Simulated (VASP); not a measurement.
# Al4CoNi3 (P4/mmm) in VASP: notebook, part 2 of 2

VASP 6.6.1.

**3. Single point, PBE, collinear spin, ferromagnetic start (10.56 Å³/atom)**

This run uses another cell than the first one, of 10.56 Å³/atom.

Contents of INCAR:

```
PREC     = Accurate       # precision mode
ENCUT    = 520            # plane-wave cutoff, eV
EDIFF    = 1E-6           # SCF threshold, eV
ISMEAR   = 0              # smearing method
SIGMA    = 0.1            # smearing width, eV
LREAL    = False          # projectors in reciprocal space
LASPH    = True           # aspherical terms in the spheres
NELM     = 150            # most SCF steps
ALGO     = Normal         # electronic algorithm
ISIF     = 2              # what is computed and relaxed
LWAVE    = False          # write WAVECAR
LCHARG   = False          # write CHGCAR
ISPIN    = 2              # spin polarisation
MAGMOM   = 0 0 0 0 0 0 0 0.37 # initial moments
LORBIT   = 11             # projections on sites
LMAXMIX  = 4              # l up to which the mixer works
GGA      = PE             # functional
NBANDS   = 40             # bands
```

Contents of KPOINTS:

```
regular mesh
0
Gamma
  14 14 4
```

Contents of POSCAR:

```
Al4CoNi3
1.0
    2.7537563530      0.0000000000      0.0000000000
    0.0000000000      2.7537563530      0.0000000000
    0.0000000000      0.0000000000     11.1367931125
Al Ni Co
4 3 1
Direct
    0.0000000000      0.0000000000      0.6231381530
    0.0000000000      0.0000000000      0.8744743837
    0.0000000000      0.0000000000      0.1255256163
    0.0000000000      0.0000000000      0.3768618470
    0.5000000000      0.5000000000      0.7480627269
    0.5000000000      0.5000000000      0.0000000000
    0.5000000000      0.5000000000      0.2519372731
    0.5000000000      0.5000000000      0.5000000000
```

Potentials or basis: VASP PAW PBE potentials, release 64 (Al, Ni, Co).

Launch:

```
> cat potpaw_PBE.64/Al/POTCAR potpaw_PBE.64/Ni/POTCAR potpaw_PBE.64/Co/POTCAR > POTCAR
> mpirun -np 1 vasp_std > vasp.out
```

OUTCAR:

```text
PREC = Accurate
   ENCUT = 520
   EDIFF = 1E-6
   ISMEAR = 0
   LREAL = False
   LASPH = True
   NELM = 150
   ISIF = 2
   ISPIN = 2
   LORBIT = 11
   GGA = PE

 ion  position               nearest neighbor table
   1  0.000  0.000  0.623-   8 2.38   8 2.38   8 2.38   8 2.38   5 2.39   5 2.39   5 2.39   5 2.39
                             4 2.74   2 2.80
   2  0.000  0.000  0.874-   6 2.40   6 2.40   6 2.40   6 2.40   5 2.40   5 2.40   5 2.40   5 2.40
                             3 2.80   1 2.80
   3  0.000  0.000  0.126-   6 2.40   6 2.40   6 2.40   6 2.40   7 2.40   7 2.40   7 2.40   7 2.40
                             2 2.80   4 2.80
   4  0.000  0.000  0.377-   8 2.38   8 2.38   8 2.38   8 2.38   7 2.39   7 2.39   7 2.39   7 2.39
                             1 2.74   3 2.80
   5  0.500  0.500  0.748-   1 2.39   1 2.39   1 2.39   1 2.39   2 2.40   2 2.40   2 2.40   2 2.40
                             8 2.76   6 2.81
   6  0.500  0.500  0.000-   2 2.40   3 2.40   2 2.40   3 2.40   2 2.40   3 2.40   2 2.40   3 2.40
                             5 2.81   7 2.81
   7  0.500  0.500  0.252-   4 2.39   4 2.39   4 2.39   4 2.39   3 2.40   3 2.40   3 2.40   3 2.40
                             8 2.76   6 2.81
   8  0.500  0.500  0.500-   1 2.38   4 2.38   1 2.38   4 2.38   1 2.38   4 2.38   1 2.38   4 2.38
                             5 2.76   7 2.76
[... 2162 lines left out ...]
  energy-cutoff  :      520.00
  volume of cell :       84.45
      direct lattice vectors                 reciprocal lattice vectors
     2.753756353  0.000000000  0.000000000     0.363140333  0.000000000  0.000000000
     0.000000000  2.753756353  0.000000000     0.000000000  0.363140333  0.000000000
     0.000000000  0.000000000 11.136793112     0.000000000  0.000000000  0.089792456

 POSITION                                       TOTAL-FORCE (eV/Angst)
 -----------------------------------------------------------------------------------
      0.00000      0.00000      6.93976         0.000000     -0.000000      0.000281
      0.00000      0.00000      9.73884        -0.000000     -0.000000     -0.000692
      0.00000      0.00000      1.39795        -0.000000     -0.000000      0.000692
      0.00000      0.00000      4.19703        -0.000000      0.000000     -0.000281
      1.37688      1.37688      8.33102        -0.000000     -0.000000      0.003428
      1.37688      1.37688      0.00000        -0.000000     -0.000000     -0.000000
      1.37688      1.37688      2.80577        -0.000000     -0.000000     -0.003428
      1.37688      1.37688      5.56840        -0.000000     -0.000000     -0.000000
 -----------------------------------------------------------------------------------
    total drift:                               -0.000000     -0.000000      0.000000

  FREE ENERGIE OF THE ION-ELECTRON SYSTEM (eV)
  ---------------------------------------------------
  free  energy   TOTEN  =       -42.6961845218 eV

  energy  without entropy=      -42.6760949536  energy(sigma->0) =      -42.68613974

 total charge

# of ion       s       p       d       tot
------------------------------------------
    1        0.405   0.476   0.000   0.881
    2        0.398   0.471   0.000   0.869
    3        0.398   0.471   0.000   0.869
    4        0.405   0.476   0.000   0.881
    5        0.527   0.631   8.535   9.693
    6        0.528   0.627   8.545   9.700
    7        0.527   0.631   8.535   9.693
    8        0.481   0.604   7.591   8.676
--------------------------------------------------
tot          3.670   4.387  33.206  41.263

 magnetization (x)

# of ion       s       p       d       tot
------------------------------------------
    1        0.000   0.000   0.000   0.000
    2       -0.000  -0.000   0.000  -0.000
    3       -0.000  -0.000   0.000  -0.000
    4        0.000   0.000   0.000   0.000
    5       -0.000  -0.000  -0.000  -0.000
    6       -0.000  -0.000   0.000   0.000
    7       -0.000  -0.000  -0.000  -0.000
    8       -0.000   0.000  -0.000  -0.000
--------------------------------------------------
tot         -0.000   0.000  -0.000  -0.000
```

OSZICAR:

```text
N       E                     dE             d eps       ncg     rms          rms(c)
DAV:   1     0.328799618584E+03    0.32880E+03   -0.20865E+04 17280   0.149E+03
DAV:   2    -0.229972923326E+02   -0.35180E+03   -0.32916E+03 17312   0.323E+02
DAV:   3    -0.485138048316E+02   -0.25517E+02   -0.24120E+02 20000   0.105E+02
[... 13 lines left out ...]
DAV:  17    -0.426961575408E+02   -0.25168E-04   -0.46841E-05 26112   0.785E-02    0.314E-02
DAV:  18    -0.426961791038E+02   -0.21563E-04   -0.12118E-04 26168   0.131E-01    0.214E-02
DAV:  19    -0.426961839590E+02   -0.48552E-05   -0.42589E-05 26160   0.646E-02    0.138E-02
DAV:  20    -0.426961841840E+02   -0.22498E-06   -0.19393E-05 23864   0.532E-02    0.352E-03
DAV:  21    -0.426961845218E+02   -0.33784E-06   -0.24319E-06 14752   0.117E-02
   1 F= -.42696185E+02 E0= -.42686140E+02  d E =-.200896E-01  mag=     0.0000
```

stdout:

```text
POSCAR found type information on POSCAR AlNiCo
 POSCAR found :  3 types and       8 ions
 scaLAPACK will be used
 LDA part: xc-table for (Slater+PW92), standard interpolation
 POSCAR, INCAR and KPOINTS ok, starting setup
 FFT: planning ... GRIDC
 FFT: planning ... GRID_SOFT
 FFT: planning ... GRID
 WAVECAR not read
 entering main loop
```

Run time: 17 min. Hardware: 1 thread of Oxide Virtual Turin-like, shared host; peak memory 0.56 GiB.

Results:

* Free energy: -42.6962 eV
* Pressure: 27.3 GPa
* Largest force: 0.003 eV/Å
* Net moment: 0.00 μB per cell
* Valence electrons inside the program's atomic spheres: Al 0.88, 0.87 (each value once); Ni 9.69, 9.70 (each value once); Co 8.68

Forces on the atoms (eV/Å):
```
Al   0.000  0.000  0.000
Al   0.000  0.000 -0.001
Al   0.000  0.000  0.001
Al   0.000  0.000  0.000
Ni   0.000  0.000  0.003
Ni   0.000  0.000  0.000
Ni   0.000  0.000 -0.003
Co   0.000  0.000  0.000
```

Caveat: the cell stands under pressure.
